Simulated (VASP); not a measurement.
# Sn: single point with LDA

Crystal: Sn.

```
Sn
1.0
    -1.72654    1.77555    2.27988
     1.72654   -1.77555    2.27988
     1.72654    1.77555   -2.27988
Sn
1
Cartesian
  0.0000 0.0000 0.0000
```

This cell differs from its parent crystal: strain +0.000 along x and y, -0.025 along z.

| Property | Result |
| --- | --- |
| Program | VASP 6.6.1 |
| Task | single point |
| Functional | LDA |
| Potentials or basis | VASP PAW LDA potentials, release 64 (Sn_d) |
| Cutoff | 520 eV |
| k mesh | 20 × 20 × 20 |
| Occupations | gaussian, width 0.15 eV |
| Spin | no spin polarisation |

```json
{
 "Pressure": "-3.8 GPa",
 "Band gap on the k mesh": "zero (bands 7 and 8 overlap by 9.18 eV)"
}
```

Stress tensor (GPa, compression positive):
```
-3.42  0.00  0.00
 0.00 -4.16  0.00
 0.00  0.00 -3.95
```

Levels at points of the mesh, in eV from the Fermi level:
```
           k point  band 3  band 4  band 5  band 6  band 7  band 8  band 9  band 10  band 11  band 12
(0.00, 0.00, 0.00)  -21.44  -21.42  -21.37  -10.98    7.13    7.21    7.66    10.78    11.33    11.94
(0.50, 0.00, 0.00)  -21.44  -21.34  -21.31   -6.94   -4.51    5.08    6.16     9.72    10.18    10.34
(0.00, 0.50, 0.00)  -21.43  -21.33  -21.32   -6.70   -4.44    4.66    5.80     9.23     9.63    10.36
(0.50, 0.50, 0.00)  -21.34  -21.32  -21.29   -5.40   -3.74    2.09    2.63     5.80     6.17    18.93
(0.50, 0.50, 0.50)  -21.33  -21.30  -21.30   -4.28   -3.00    0.98    1.62     4.54     5.41    19.10
```

Run time: 9.8 min on 1 thread of Intel Xeon 8259CL (shared host), peak memory 0.47 GiB.

Caveat: the cell differs from its parent crystal (strain +0.000 along x and y, -0.025 along z); the cell stands under tension; spin-orbit coupling is left out, which moves the levels of the heavy elements.
